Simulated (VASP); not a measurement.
# PbO2 (P-3m1) in VASP: a series of runs, part 2 of 2

VASP 6.6.1. Earlier steps stand in the parts before.

**3. Relaxation of cell and atoms, PBE**

This run uses another cell than the first one, of 13.61 Å³/atom.

Contents of INCAR:

```
SYSTEM = PbO2
PREC = Accurate
ENCUT = 600
EDIFF = 1E-6
ISMEAR = 0
SIGMA = 0.05
LREAL = .False.
LASPH = .True.
NELM = 80
ALGO = Normal
ISIF = 3
LWAVE = .False.
LCHARG = .False.
GGA = PE
IBRION = 2
NSW = 80
EDIFFG = -0.01
```

Contents of KPOINTS:

```
regular mesh
0
Gamma
  12 12 8
  0 0 0
```

Contents of POSCAR:

```
PbO2
1.0
    3.0802341871      0.0000000000      0.0000000000
   -1.5401170936      2.6675610556      0.0000000000
    0.0000000000      0.0000000000      4.9690570377
Pb O
1 2
Direct
    0.0000000000      0.0000000000      0.0000000000
    0.3333333333      0.6666666667      0.2520000000
    0.6666666667      0.3333333333      0.7480000000
```

Potentials or basis: VASP PAW PBE potentials, release 64 (Pb_d, O).

Started as:

```console
$ cat potpaw_PBE.64/Pb_d/POTCAR potpaw_PBE.64/O/POTCAR > POTCAR
$ mpirun -np 1 vasp_std > vasp.out
```

It took 20 min on 1 thread of Intel Xeon 8259CL, shared host; peak memory 0.28 GiB.

Results (log left out):

- Free energy: -15.6306 eV
- Relaxed volume: 17.40 Å³/atom
- Relaxed cell: a = 3.416 Å, b = 3.416 Å, c = 5.164 Å, α = 90.00°, β = 90.00°, γ = 120.00°
- Space group after relaxing (to 0.1 Å): P-3m1 (No. 164)
- Energy gained by relaxing: 316.5 meV/atom
- Ionic steps: 27
- Pressure after relaxing: 0.1 GPa
- Largest force after relaxing: 0.003 eV/Å
- Band gap on the k mesh: 0.78 eV (least direct gap 0.98 eV)

Forces in eV/Å, atoms in the order of the input:
```
Pb   0.000  0.000  0.000
O    0.000  0.000 -0.003
O    0.000  0.000  0.003
```

Stress tensor (GPa, compression positive):
```
0.08 0.00 0.00
0.00 0.08 0.00
0.00 0.00 0.00
```

Step by step:
```
step  energy change (eV)  largest force (eV/Å)  pressure (GPa)  volume (Å³)
   1              0.0000                0.3255           23.26        40.83
   2             -0.4995                1.6775          -11.97        53.33
   3             -0.6962                1.4274           -3.92        48.23
   4             -0.9083                0.5258           -1.45        47.44
   5             -0.9313                0.0865           -0.11        47.01
   6             -0.9313                0.1132           -0.20        47.03
   7             -0.9329                0.0600            0.61        46.91
   8             -0.9330                0.0437            0.84        46.87
   9             -0.9342                0.0484            0.77        47.03
  10             -0.9374                0.0615            0.57        47.51
  11             -0.9420                0.0866            0.22        48.46
  12             -0.9462                0.1312           -0.26        50.36
  13             -0.9482                0.0137            0.61        50.69
  14             -0.9482                0.0031            0.54        50.67
  15             -0.9487                0.0221           -0.24        51.64
  16             -0.9490                0.0158            0.08        51.27
  17             -0.9490                0.0150            0.06        51.28
  18             -0.9491                0.0079           -0.10        51.41
  19             -0.9491                0.0120           -0.12        51.43
  20             -0.9492                0.0111           -0.02        51.43
  21             -0.9492                0.0100            0.05        51.43
  22             -0.9492                0.0106            0.05        51.46
  23             -0.9493                0.0135            0.03        51.54
  24             -0.9493                0.0167            0.00        51.72
  25             -0.9493                0.0246           -0.03        52.06
  26             -0.9494                0.0187           -0.01        52.10
  27             -0.9494                0.0030            0.05        52.20
```

Final structure:
```
Pb O
1.0
     3.41634    0.00000    0.00000
    -1.70817    2.95863    0.00000
     0.00000    0.00000    5.16393
Pb O
1 2
Direct
  0.00000 0.00000 0.00000
  0.33333 0.66667 0.20608
  0.66667 0.33333 0.79392
```

Levels at points of the mesh, in eV from the valence-band top:
```tsv
k point	band 11	band 12	band 13	band 14	band 15	band 16
(0.00, 0.00, 0.00)	-0.42	-0.42	-0.20	0.78	5.37	9.96
(0.50, 0.00, 0.00)	-1.30	-0.18	-0.08	3.20	6.70	9.46
(0.00, 0.00, 0.50)	-0.95	-0.39	-0.39	1.68	4.97	10.44
(0.50, 0.00, 0.50)	-1.00	-0.26	-0.13	3.12	6.50	9.13
```

Caveat: the volume moved by over 15 % at a fixed basis, so the end points are rough; spin-orbit coupling is left out, which moves the levels of the heavy elements. A k mesh can miss the band edges.

**4. Single point, PBE**

This run uses another cell than the first one: it holds 6 atoms, not 3.

Contents of INCAR:

```
PREC = Accurate
ENCUT = 520
EDIFF = 1E-6
ISMEAR = 0
SIGMA = 0.05
LREAL = F
LASPH = T
NELM = 80
ALGO = Normal
ISIF = 2
LWAVE = F
LCHARG = F
GGA = PE
NBANDS = 35
```

Contents of KPOINTS:

```
Automatic mesh
0
Gamma
  8 8 5
```

Contents of POSCAR:

```
PbO2
1.0
    3.4155353807      0.0000000000      0.0000000000
   -3.4155353807      5.9158808144      0.0000000000
    0.0000000000      0.0000000000      5.3175105275
Pb O
2 4
Direct
    0.0000000000      0.0000000000      0.0000000000
    0.0000000000      0.5000000000      0.0000000000
    0.3333333333      0.3333333333      0.1995785799
    0.6666666667      0.1666666667      0.8004214201
    0.3333333333      0.8333333333      0.1995785799
    0.6666666667      0.6666666667      0.8004214201
```

Potentials or basis: VASP PAW PBE potentials, release 64 (Pb_d, O).

Started as:

```console
$ cat potpaw_PBE.64/Pb_d/POTCAR potpaw_PBE.64/O/POTCAR > POTCAR
$ mpirun -np 1 vasp_std > vasp.out
```

OUTCAR:

```text
PREC = Accurate
   ENCUT = 520
   EDIFF = 1E-6
   ISMEAR = 0
   LREAL = F
   LASPH = T
   NELM = 80
   ISIF = 2
   GGA = PE

 ion  position               nearest neighbor table
   1  0.000  0.000  0.000-   3 2.24   6 2.24   4 2.24   5 2.24   4 2.24   5 2.24   2 3.42   2 3.42
                             2 3.42   2 3.42
   2  0.000  0.500  0.000-   4 2.24   5 2.24   6 2.24   3 2.24   6 2.24   3 2.24   1 3.42   1 3.42
                             1 3.42   1 3.42
   3  0.333  0.333  0.200-   1 2.24   2 2.24   2 2.24
   4  0.667  0.167  0.800-   2 2.24   1 2.24   1 2.24
   5  0.333  0.833  0.200-   2 2.24   1 2.24   1 2.24
   6  0.667  0.667  0.800-   1 2.24   2 2.24   2 2.24

  LATTYP: Found a simple orthorhombic cell.
 ALAT       =     3.4155353807
 B/A-ratio  =     1.5568600336
 C/A-ratio  =     1.7320508076

  Lattice vectors:

 A1 = (  -3.4155353807,   0.0000000000,   0.0000000000)
 A2 = (   0.0000000000,   0.0000000000,   5.3175105275)
 A3 = (   0.0000000000,   5.9158808144,   0.0000000000)

Analysis of symmetry for initial positions (statically):
=====================================================================
[... 201 lines left out ...]
 fundamental gap:      0.8604334486
 Fermi energy:         1.7183265373

 k-point     1 :       0.0000    0.0000    0.0000
  band No.  band energies     occupation
      1     -16.2085      2.00000
      2     -16.0794      2.00000
      3     -14.8298      2.00000
      4     -14.4045      2.00000
      5     -13.7060      2.00000
      6     -13.7060      2.00000
[... 901 lines left out ...]
     34      12.2249      0.00000
     35      12.6713      0.00000

 [... further k-points ...]

------------------------ aborting loop because EDIFF is reached ----------------------------------------

  FORCE on cell =-STRESS in cart. coord.  units (eV):
  Direction    XX          YY          ZZ          XY          YZ          ZX
  --------------------------------------------------------------------------------------
  -------------------------------------------------------------------------------------
  Total        0.2081921      0.2069314      0.0573782      0.0000000     -0.0000594      0.0000000
  in kB        3.1044764      3.0856766      0.8556006      0.0000000     -0.0008853      0.0000000
  external PRESSURE =       2.3485845 kB  Pullay stress =       0.0000000 kB

 VOLUME and BASIS-vectors are now :
 -----------------------------------------------------------------------------
  energy-cutoff  :      520.00
  volume of cell :      107.45
      direct lattice vectors                 reciprocal lattice vectors
     3.415535381  0.000000000  0.000000000     0.292779869  0.169036536  0.000000000
    -3.415535381  5.915880814  0.000000000     0.000000000  0.169036536  0.000000000
     0.000000000  0.000000000  5.317510527     0.000000000  0.000000000  0.188057926

 POSITION                                       TOTAL-FORCE (eV/Angst)
 -----------------------------------------------------------------------------------
      0.00000      0.00000      0.00000        -0.000000     -0.000000      0.000000
     -1.70777      2.95794      0.00000         0.000000     -0.000000      0.000000
      0.00000      1.97196      1.06126         0.000000     -0.000154      0.033392
      1.70777      0.98598      4.25625        -0.000000      0.000154     -0.033392
     -1.70777      4.92990      1.06126         0.000000     -0.000154      0.033392
      0.00000      3.94392      4.25625        -0.000000      0.000154     -0.033392
 -----------------------------------------------------------------------------------
    total drift:                               -0.000000      0.000000      0.000000

  FREE ENERGIE OF THE ION-ELECTRON SYSTEM (eV)
  ---------------------------------------------------
  free  energy   TOTEN  =       -31.2884724105 eV

  energy  without entropy=      -31.2884724105  energy(sigma->0) =      -31.28847241
```

It took 6.4 min on 1 thread of Intel Xeon 8259CL, shared host; peak memory 0.45 GiB.

Results:

```
Free energy            : -31.2885 eV
Pressure               : 0.2 GPa
Largest force          : 0.033 eV/Å
Band gap on the k mesh : 0.86 eV
```

Forces on the atoms (eV/Å):
```
Pb   0.000  0.000  0.000
Pb   0.000  0.000  0.000
O    0.000  0.000  0.033
O    0.000  0.000 -0.033
O    0.000  0.000  0.033
O    0.000  0.000 -0.033
```

Caveat: spin-orbit coupling is left out, which moves the levels of the heavy elements.

**5. Summary**

| task | cell | k mesh | cutoff (eV) | gap on the mesh (eV) | pressure (GPa) | largest force (eV/Å) |
| --- | --- | --- | --- | --- | --- | --- |
| single point | a = 3.416, b = 3.416, c = 5.318 Å, angles 90.0, 90.0, 120.0°, 3 atoms, atomic positions A | 12 × 12 × 8 | 520 | 0.86 | 0.2 | 0.03 |
| relaxation of cell and atoms | relaxed from a = 3.080, b = 3.080, c = 4.969 Å, angles 90.0, 90.0, 120.0°, 3 atoms, atomic positions B | 12 × 12 × 8 | 600 | 0.78 | 0.1 | - |
| single point | a = 3.416, b = 6.831, c = 5.318 Å, angles 90.0, 90.0, 120.0°, 6 atoms, atomic positions C | 8 × 8 × 5 | 520 | 0.86 | 0.2 | 0.03 |

Alike in all rows: level PBE; potentials or basis VASP PAW PBE potentials, release 64 (Pb_d, O); no spin polarisation; smearing gaussian 0.05 eV.

Caveats: spin-orbit coupling is left out, which moves the levels of the heavy elements; the volume moved by over 15 % at a fixed basis, so the end points are rough (at least some runs).

Total energies depend on the potentials used, so only differences within one code and one set of settings carry meaning.
